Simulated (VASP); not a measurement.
Write the native input for VASP 6.6.1 that does the following.

```yaml
Task: single point
Functional: PBE
Potentials_or_basis: VASP PAW PBE potentials, release 64 (Hf_pv, H, C)
Cutoff: 520 eV
k_mesh: 3 × 3 × 6
Occupations: gaussian, width 0.1 eV
Spin: no spin polarisation
Dipole_correction: no
Further_INCAR_settings: ALGO = Normal; EDIFF = 1e-07; NBANDS = 31
```

The structure of Hf3H4C2 lies in POSCAR:

```
Hf3H4C2
1.0
    5.8102432002      0.0000000026      0.0000000000
   -2.9051216023      5.0318182123      0.0000000000
    0.0000000000      0.0000000000      3.2077388807
Hf H C
3 4 2
Direct
    0.9880895114      0.6256365022      0.5000000000
    0.3743634978      0.3624530093      0.5000000000
    0.6375469907      0.0119104886      0.5000000000
    0.7907609190      0.9655550734      0.0000000000
    0.0344449266      0.8252058456      0.0000000000
    0.1747941544      0.2092390810      0.0000000000
    0.3333333333      0.6666666667      0.0000000000
    0.0000000000      0.0000000000      0.5000000000
    0.6666666667      0.3333333333      0.0000000000
```

One way to write it, as run:

INCAR

```
SYSTEM = Hf3H4C2
ALGO     = Normal         ! electronic algorithm
EDIFF    = 1E-7           ! SCF threshold, eV
ENCUT    = 520            ! plane-wave cutoff, eV
GGA      = PE             ! functional
ISIF     = 2              ! what is computed and relaxed
ISMEAR   = 0              ! smearing method
LASPH    = .True.         ! aspherical terms in the spheres
LCHARG   = .False.        ! write CHGCAR
LREAL    = .False.        ! projectors in reciprocal space
LWAVE    = .False.        ! write WAVECAR
NBANDS   = 31             ! bands
NELM     = 60             ! most SCF steps
PREC     = Accurate       ! precision mode
SIGMA    = 0.1            ! smearing width, eV
```

KPOINTS

```
k-points
0
Gamma
  3 3 6
  0 0 0
```

Potentials or basis: VASP PAW PBE potentials, release 64 (Hf_pv, H, C).

Command:

```sh
$ cat potpaw_PBE.64/Hf_pv/POTCAR potpaw_PBE.64/H/POTCAR potpaw_PBE.64/C/POTCAR > POTCAR
$ mpirun -np 1 vasp_std > vasp.out
```

It gave:

```
Pressure               : -0.5 GPa
Largest force          : 0.020 eV/Å
Band gap on the k mesh : 0.16 eV, indirect (least direct gap 0.49 eV)
```

Caveat: spin-orbit coupling is left out, which moves the levels of the heavy elements.

It took 41 s on 1 thread of Intel(R) Xeon(R) Platinum 8259CL CPU @ 2.50GHz (Skylake/Cascade Lake), on a shared host, peak memory 0.23 GiB.
